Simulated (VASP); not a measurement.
# Na (Im-3m) in VASP: notebook, part 2 of 2

VASP 6.6.1.

## (3) Single point, PBE

The input, INCAR:

```
  PREC = Accurate
  ENCUT = 520
  EDIFF = 1E-6
  ISMEAR = -1
  SIGMA = 0.03
  LREAL = F
  LASPH = T
  NELM = 60
  ALGO = Normal
  ISIF = 2
  LWAVE = F
  LCHARG = F
  GGA = PE
  NBANDS = 10
```

The input, KPOINTS:

```
regular mesh
0
Gamma
  11 11 11
```

The input, POSCAR:

```
Na
1.0
   -2.0985562613      2.0985562613      2.0985562613
    2.0985562613     -2.0985562613      2.0985562613
    2.0985562613      2.0985562613     -2.0985562613
Na
1
Direct
    0.0000000000      0.0000000000      0.0000000000
```

Potentials or basis: VASP PAW PBE potentials, release 64 (Na_pv).

On the command line:

```console
$ cat potpaw_PBE.64/Na_pv/POTCAR > POTCAR
$ mpirun -np 1 vasp_std > vasp.out
```

OUTCAR:

```text
PREC = Accurate
   ENCUT = 520
   EDIFF = 1E-6
   ISMEAR = -1
   LREAL = F
   LASPH = T
   NELM = 60
   ISIF = 2
   GGA = PE

 ion  position               nearest neighbor table
   1  0.000  0.000  0.000-

  LATTYP: Found a body centered cubic cell.
 ALAT       =     4.1971125226

  Lattice vectors:

 A1 = (  -2.0985562613,   2.0985562613,   2.0985562613)
 A2 = (   2.0985562613,  -2.0985562613,   2.0985562613)
 A3 = (   2.0985562613,   2.0985562613,  -2.0985562613)

Analysis of symmetry for initial positions (statically):
=====================================================================
 Subroutine PRICEL returns:
 Original cell was already a primitive cell.

 Routine SETGRP: Setting up the symmetry group for a
 body centered cubic supercell.

 Subroutine GETGRP returns: Found 48 space group operations
 (whereof 48 operations were pure point group operations)
 out of a pool of 48 trial point group operations.

The static configuration has the point symmetry O_h .

Analysis of symmetry for dynamics (positions and initial velocities):
=====================================================================
 Subroutine PRICEL returns:
 Original cell was already a primitive cell.

 Routine SETGRP: Setting up the symmetry group for a
 body centered cubic supercell.

 Subroutine GETGRP returns: Found 48 space group operations
 (whereof 48 operations were pure point group operations)
 out of a pool of 48 trial point group operations.

The dynamic configuration has the point symmetry O_h .

 Subroutine INISYM returns: Found 48 space group operations
 (whereof 48 operations are pure point group operations),
 and found     1 'primitive' translations

----------------------------------------------------------------------------------------

                                     Primitive cell

  volume of cell :      36.9676

  direct lattice vectors                    reciprocal lattice vectors
    -2.098556261  2.098556261  2.098556261     0.000000000  0.238259040  0.238259040
     2.098556261 -2.098556261  2.098556261     0.238259040  0.000000000  0.238259040
     2.098556261  2.098556261 -2.098556261     0.238259040  0.238259040  0.000000000

  length of vectors
     3.634806067  3.634806067  3.634806067     0.336949166  0.336949166  0.336949166

  position of ions in fractional coordinates (direct lattice)
     0.000000000  0.000000000  0.000000000

  ion indices of the primitive-cell ions
   primitive index   ion index
                 1           1

----------------------------------------------------------------------------------------

 KPOINTS: regular mesh

Automatic generation of k-mesh.
 Grid dimensions read from file:
 generate k-points for:   11   11   11

 Generating k-lattice:

  Cartesian coordinates                     Fractional coordinates (reciprocal lattice)
     0.000000000  0.021659913  0.021659913     0.090909091  0.000000000  0.000000000
     0.021659913  0.000000000  0.021659913     0.000000000  0.090909091  0.000000000
     0.021659913  0.021659913  0.000000000     0.000000000  0.000000000  0.090909091

  Length of vectors
     0.030631742  0.030631742  0.030631742

  Shift w.r.t. Gamma in fractional coordinates (k-lattice)
     0.000000000  0.000000000  0.000000000

 Subroutine IBZKPT returns following result:
 ===========================================

 Found     56 irreducible k-points:

 Following reciprocal coordinates:
            Coordinates               Weight
  0.000000  0.000000  0.000000      1.000000
  0.090909  0.000000  0.000000     12.000000
  0.181818  0.000000  0.000000     12.000000
  0.272727  0.000000  0.000000     12.000000
  0.363636  0.000000  0.000000     12.000000
  0.454545  0.000000  0.000000     12.000000
[... 16 lines left out ...]
  0.272727  0.181818  0.090909     48.000000
  0.363636  0.181818  0.090909     24.000000
 [... further k-points ...]
   k-points           NKPTS =     56   k-points in BZ     NKDIM =     56   number of bands    NBANDS=     10
   number of dos      NEDOS =    301   number of ions     NIONS =      1
   total plane-waves  NPLWV =  21952
   dimension x,y,z NGX =    28 NGY =   28 NGZ =   28
   dimension x,y,z NGXF=    56 NGYF=   56 NGZF=   56
   ions per type =               1
   NGX,Y,Z   is equivalent  to a cutoff of  12.81, 12.81, 12.81 a.u.
   NGXF,Y,Z  is equivalent  to a cutoff of  25.61, 25.61, 25.61 a.u.
 SYSTEM =  unknown system
   PREC   = accura    normal or accurate (medium, high low for compatibility)
   ISTART =      0    job   : 0-new  1-cont  2-samecut
   ICHARG =      2    charge: 1-file 2-atom 10-const
   ISPIN  =      1    spin polarized calculation?
   LNONCOLLINEAR =      F non collinear calculations
   LSORBIT =      F    spin-orbit coupling
   LASPH  =      T    aspherical Exc in radial PAW
   ENCUT  =  520.0 eV  38.22 Ry    6.18 a.u.   6.76  6.76  6.76*2*pi/ulx,y,z
   NELM   =     60;   NELMIN=  2; NELMDL= -5     # of ELM steps
   EDIFF  = 0.1E-05   stopping-criterion for ELM
   LREAL  =      F    real-space projection
   EDIFFG = 0.1E-04   stopping-criterion for IOM
   NSW    =      0    number of steps for IOM
   IBRION =     -1    ionic relax: 0-MD 1-quasi-New 2-CG
   NFREE  =      0    steps in history (QN), initial steepest desc. (CG)
   ISIF   =      2    stress and relaxation
   ISYM   =      2    0-nonsym 1-usesym 2-fastsym
   POTIM  = 0.5000    time-step for ionic-motion
   TEBEG  =    0.0;   TEEND  =   0.0 temperature during run
   PSTRESS=    0.0 pullay stress
   NELECT =       7.0000    total number of electrons
   NUPDOWN=      -1.0000    fix difference up-down
   EMIN   =  10.00;   EMAX   =-10.00  energy-range for DOS
   EFERMI =   0.00;   METHOD = LEGACY
   ISMEAR =    -1;   SIGMA  =   0.03  broadening in eV -4-tet -1-fermi 0-gaus
   EFERMI_NEDOS =   21; number of points for ismear=-14 and -15
   IALGO  =     38    algorithm
   IMIX   =      4    mixing-type and parameters
     AMIX     =   0.40;   BMIX     =  1.00
     AMIX_MAG =   1.60;   BMIX_MAG =  1.00
  volume/ion in A,a.u.               =      36.97       249.47
  Fermi-wavevector in a.u.,A,eV,Ry     =   0.940085  1.776502 12.024270  0.883759
  Thomas-Fermi vector in A             =   2.067461
   LORBIT       =      0    0 simple, 1 ext, 2 COOP (PROOUT), +10 PAW based schemes
   GGA     = PE    functional components
   LHFCALC =     F    Hartree Fock is set to
   AEXX    =    0.0000 exact exchange contribution
   IVDW    =     0    specifies the selected vdW correction
   LEPSILON=     F    determine dielectric tensor
   LRPA    =     F    only Hartree local field effects (RPA)
 non-spin polarized calculation
  energy-cutoff  :      520.00
  volume of cell :       36.97
 maximum number of plane-waves:      1008
   NGX = 13   NGY = 13   NGZ = 13

 number of electron       7.0000004 magnetization

 Free energy of the ion-electron system (eV)
  ---------------------------------------------------
  ext. energy  EPLUGINS =         0.00000000
  ---------------------------------------------------
  free energy    TOTEN  =        -1.31445228 eV

  energy without entropy =       -1.31326054  energy(sigma->0) =       -1.31385641

 E-fermi :   0.3473     XC(G=0):  -6.5096

 val. band max:        0.3064488517   @ k =  -0.3636   0.4545   0.0909
 cond. band min:       0.4425641110   @ k =   0.1818   0.1818   0.1818
 fundamental gap:      0.1361152593
 Fermi energy:         0.3472919228

 k-point     1 :       0.0000    0.0000    0.0000
  band No.  band energies     occupation
      1     -24.5623      2.00000
      2     -24.5623      2.00000
      3     -24.5623      2.00000
      4      -2.9470      2.00000
      5      12.0874      0.00000
      6      12.0875      0.00000
      7      12.0875      0.00000
      8      13.0897      0.00000
      9      13.0897      0.00000
     10      13.6475      0.00000
[... 287 lines left out ...]
 k-point    24 :       0.3636    0.1818    0.0909
  band No.  band energies     occupation
      1     -24.5916      2.00000
      2     -24.5784      2.00000
      3     -24.5678      2.00000
      4       1.7084      0.00000
      5       2.1963      0.00000
      6       4.9416      0.00000
      7       6.7852      0.00000
      8      13.6747      0.00000
      9      15.0521      0.00000
     10      16.1758      0.00000

 [... further k-points ...]

------------------------ aborting loop because EDIFF is reached ----------------------------------------

  FORCE on cell =-STRESS in cart. coord.  units (eV):
  Direction    XX          YY          ZZ          XY          YZ          ZX
  --------------------------------------------------------------------------------------
  -------------------------------------------------------------------------------------
  Total       -0.0086469     -0.0086469     -0.0086469     -0.0000000     -0.0000000      0.0000000
  in kB       -0.3747548     -0.3747548     -0.3747548     -0.0000000     -0.0000000      0.0000000
  external PRESSURE =      -0.3747548 kB  Pullay stress =       0.0000000 kB

 VOLUME and BASIS-vectors are now :
 -----------------------------------------------------------------------------
  energy-cutoff  :      520.00
  volume of cell :       36.97
      direct lattice vectors                 reciprocal lattice vectors
    -2.098556261  2.098556261  2.098556261     0.000000000  0.238259040  0.238259040
     2.098556261 -2.098556261  2.098556261     0.238259040  0.000000000  0.238259040
     2.098556261  2.098556261 -2.098556261     0.238259040  0.238259040  0.000000000

 POSITION                                       TOTAL-FORCE (eV/Angst)
 -----------------------------------------------------------------------------------
      0.00000      0.00000      0.00000         0.000000      0.000000     -0.000000
 -----------------------------------------------------------------------------------
    total drift:                                0.000000     -0.000000     -0.000000

  FREE ENERGIE OF THE ION-ELECTRON SYSTEM (eV)
  ---------------------------------------------------
  free  energy   TOTEN  =        -1.3144522792 eV

  energy  without entropy=       -1.3132605403  energy(sigma->0) =       -1.31385641
```

OSZICAR:

```text
N       E                     dE             d eps       ncg     rms          rms(c)
DAV:   1     0.290392497564E+02    0.29039E+02   -0.38387E+03  1124   0.597E+02
DAV:   2    -0.651385948138E+00   -0.29691E+02   -0.29560E+02  1150   0.149E+02
DAV:   3    -0.131003369074E+01   -0.65865E+00   -0.65823E+00  1372   0.241E+01
DAV:   4    -0.131506082027E+01   -0.50271E-02   -0.50268E-02  1348   0.212E+00
DAV:   5    -0.131512897467E+01   -0.68154E-04   -0.68154E-04  1274   0.242E-01    0.205E-01
DAV:   6    -0.131473272682E+01    0.39625E-03   -0.48648E-04  1342   0.263E-01    0.138E-01
DAV:   7    -0.131445908106E+01    0.27365E-03   -0.98886E-04  1250   0.314E-01    0.160E-02
DAV:   8    -0.131445207487E+01    0.70062E-05   -0.45416E-05  1400   0.111E-01    0.224E-03
DAV:   9    -0.131445227921E+01   -0.20434E-06   -0.19644E-07   848   0.459E-03
   1 F= -.13144523E+01 E0= -.13138564E+01  d E =-.119174E-02
```

stdout:

```text
POSCAR found type information on POSCAR Na
 POSCAR found :  1 types and       1 ions
 scaLAPACK will be used
 LDA part: xc-table for (Slater+PW92), standard interpolation
 POSCAR, INCAR and KPOINTS ok, starting setup
 FFT: planning ... GRIDC
 FFT: planning ... GRID_SOFT
 FFT: planning ... GRID
 WAVECAR not read
 entering main loop
```

Run time: 20 s. Hardware: 1 thread of Intel Xeon 8259CL, shared host; peak memory 0.16 GiB.

Results:

| Item | Value |
| --- | --- |
| Free energy | -1.3145 eV |
| Pressure | 0.0 GPa |
| Band gap on the k mesh | zero (an odd number of electrons rules out a gap without spin polarisation) |

Levels at points of the mesh, in eV from the Fermi level:
```tsv
k point	band 1	band 2	band 3	band 4	band 5	band 6	band 7
(0.00, 0.00, 0.00)	-24.91	-24.91	-24.91	-3.29	11.74	11.74	11.74
```

## (4) Single point, PBE

The input, INCAR:

```
SYSTEM = Na
PREC = Accurate ; ENCUT = 520
EDIFF = 1E-7 ; ISMEAR = -1
SIGMA = 0.2 ; LREAL = .FALSE.
LASPH = .TRUE. ; NELM = 60
ALGO = Normal ; ISIF = 2
LWAVE = .FALSE. ; LCHARG = .TRUE.
GGA = PE ; LELF = .TRUE.
LVHAR = .TRUE. ; NBANDS = 10
```

The input, KPOINTS:

```
Automatic mesh
0
G
  11 11 11
  0 0 0
```

POSCAR is that of step 3.

On the command line:

```console
$ cat potpaw_PBE.64/Na_pv/POTCAR > POTCAR
$ mpirun -np 1 vasp_std > vasp.out
```

Wall time 24 s (1 thread of Intel Xeon 8259CL, shared host); peak memory 0.16 GiB.

It converged, with:

* Free energy: -1.3426 eV
* Pressure: 0.1 GPa
* Band gap on the k mesh: zero (an odd number of electrons rules out a gap without spin polarisation)

Levels at points of the mesh, in eV from the Fermi level:
```
           k point  band 1  band 2  band 3  band 4  band 5  band 6  band 7
(0.00, 0.00, 0.00)  -24.90  -24.90  -24.90   -3.29   11.75   11.75   11.75
```

## (5) Single point, PBE

The input, INCAR:

```
PREC = Accurate
ENCUT = 520
EDIFF = 1E-6
ISMEAR = -1
SIGMA = 0.3
LREAL = False
LASPH = True
NELM = 100
ALGO = Normal
ISIF = 2
LWAVE = False
LCHARG = False
GGA = PE
NBANDS = 10
```

The input, KPOINTS:

```
Automatic mesh
0
Gamma
  11 11 11
```

POSCAR is that of step 4.

On the command line:

```console
$ cat potpaw_PBE.64/Na_pv/POTCAR > POTCAR
$ mpirun -np 1 vasp_std > vasp.out
```

Wall time 20 s (1 thread of Intel Xeon 8259CL, shared host); peak memory 0.16 GiB.

The run converged. Its results:

```
Free energy            : -1.3811 eV
Pressure               : 0.1 GPa
Band gap on the k mesh : zero (an odd number of electrons rules out a gap without spin polarisation)
```

Levels at points of the mesh, in eV from the Fermi level:
```tsv
k point	band 1	band 2	band 3	band 4	band 5	band 6
(0.00, 0.00, 0.00)	-24.88	-24.88	-24.88	-3.26	11.77	11.77
```

Caveat: so wide a smearing shifts energies and pressures.

## (6) The runs side by side

```tsv
smearing	gap on the mesh (eV)	pressure (GPa)
fermi-dirac 0.01 eV	none	0.0
fermi-dirac 0.03 eV	none	0.0
fermi-dirac 0.2 eV	none	0.1
fermi-dirac 0.3 eV	none	0.1
```

Alike in all rows: task single point; level PBE; potentials or basis VASP PAW PBE potentials, release 64 (Na_pv); no spin polarisation; cell as given; k mesh 11 × 11 × 11; cutoff (eV) 520.

Caveats: so wide a smearing shifts energies and pressures (at least some runs).

Total energies depend on the potentials used, so only differences within one code and one set of settings carry meaning.
